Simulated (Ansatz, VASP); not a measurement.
GaN in VASP and in Ansatz

File POSCAR:

```
GaN
1.0
    3.1831495727      0.0000000000      0.0000000000
   -1.5915747864      2.7566883940      0.0000000000
    0.0000000000      0.0000000000      5.1836255482
Ga N
2 2
Direct
    0.3333333333      0.6666666667     -0.0008868499
    0.6666666667      0.3333333333      0.4991131501
    0.3333333333      0.6666666667      0.3758868499
    0.6666666667      0.3333333333      0.8758868499
```

INCAR.step1

```
SYSTEM = GaN
  PREC = Accurate
  ENCUT = 520
  ISMEAR = 0
  SIGMA = 0.01
  LREAL = .FALSE.
  LASPH = .TRUE.
  NELM = 80
  NBANDS = 26
  GGA = PE
  ALGO = Normal
  EDIFF = 1E-4
  LWAVE = .TRUE.
  LCHARG = .FALSE.
```

File INCAR.step2:

```
SYSTEM = GaN
  PREC = Accurate
  ENCUT = 520
  EDIFF = 1E-6
  ISMEAR = 0
  SIGMA = 0.01
  LREAL = .FALSE.
  LASPH = .TRUE.
  NELM = 80
  ALGO = Normal
  ISIF = 2
  LWAVE = .FALSE.
  LCHARG = .FALSE.
  METAGGA = R2SCAN
  LMIXTAU = .TRUE.
  NBANDS = 26
  ISTART = 1
```

The input KPOINTS:

```
Automatic mesh
0
G
  9 9 4
  0 0 0
```

Input for Ansatz:

```yaml
crystal:
  lattice:
    - [3.1831495727, 0.0, 0.0]
    - [-1.5915747864, 2.756688394, 0.0]
    - [0.0, 0.0, 5.1836255482]
  atoms:
    - { symbol: Ga, position: [0.3333333333, 0.6666666667, -0.0008868499] }
    - { symbol: Ga, position: [0.6666666667, 0.3333333333, 0.4991131501] }
    - { symbol: "N", position: [0.3333333333, 0.6666666667, 0.3758868499] }
    - { symbol: "N", position: [0.6666666667, 0.3333333333, 0.8758868499] }
kpoints:
  mp_grid: { grid: [9, 9, 4] }
hamiltonian:
  xc: r2scan
scf:
  occupations: { method: fixed }
  n_extra_bands: 5
output:
  forces: true
  stress: true
  eigenvalues: true
```

Alike in both runs: task single point; functional r2SCAN; k mesh 9 × 9 × 4; no spin polarisation.

|  | VASP | Ansatz |
| --- | --- | --- |
| version | VASP 6.6.1 | Ansatz 0.2.0 |
| potentials or method | VASP PAW PBE potentials, release 64 (Ga_d, N) | plane waves, PAW |
| plane-wave cutoff (eV) | 520 | 500 |
| occupations | gaussian, width 0.01 eV | fixed |
| valence electrons in the cell | 36 | 36 |

|  | VASP | Ansatz | Ansatz less VASP |
| --- | --- | --- | --- |
| gap on the k mesh at the Fermi level (eV) | 2.34 | 2.35 | +0.007 |
| pressure (GPa) | 1.1 | 0.0 | -1.08 |
| traceless stress, the component that is largest in VASP (GPa) | -0.09 | 0.00 | +0.085 |

VASP's potentials were made for PBE, not for r2SCAN.
